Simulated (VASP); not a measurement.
Write the native input for VASP 6.6.1 that does the following.

```
Task                   : single point
Functional             : PBE
Potentials or basis    : VASP PAW PBE potentials, release 64 (Ca_sv, As)
Cutoff                 : 520 eV
k mesh                 : 10 × 10 × 10
Occupations            : gaussian, width 0.1 eV
Spin                   : no spin polarisation
Dipole correction      : no
Further INCAR settings : ALGO = Fast; EDIFF = 1e-07; NBANDS = 26
```

The structure of Ca3As lies in POSCAR:

```
Ca3As
1.0
    4.8539498006      0.0000000000      0.0000000000
    0.0000000000      4.8539498006      0.0000000000
    0.0000000000      0.0000000000      4.8539498006
Ca As
3 1
Direct
    0.0000000000      0.5000000000      0.5000000000
    0.5000000000      0.0000000000      0.5000000000
    0.5000000000      0.5000000000      0.0000000000
    0.0000000000      0.0000000000      0.0000000000
```

These files were run (other wordings do the same):

INCAR

```
SYSTEM = Ca3As
PREC = Accurate
ENCUT = 520
EDIFF = 1E-7
ISMEAR = 0
SIGMA = 0.1
LREAL = .False.
LASPH = .True.
NELM = 100
ALGO = Fast
ISIF = 2
LWAVE = .False.
LCHARG = .False.
GGA = PE
NBANDS = 26
```

KPOINTS

```
Automatic mesh
0
Gamma
  10 10 10
  0 0 0
```

Potentials or basis: VASP PAW PBE potentials, release 64 (Ca_sv, As).

Run with:

```bash
$ cat potpaw_PBE.64/Ca_sv/POTCAR potpaw_PBE.64/As/POTCAR > POTCAR
$ mpirun -np 1 vasp_std > vasp.out
```

Results of the run:

```yaml
Pressure: 0.1 GPa
Band_gap_on_the_k_mesh: zero (an odd number of electrons rules out a gap without spin polarisation)
```

Wall time 5.2 min on 1 thread of AMD EPYC 9755 128-Core Processor (shared host), peak memory 0.27 GiB.
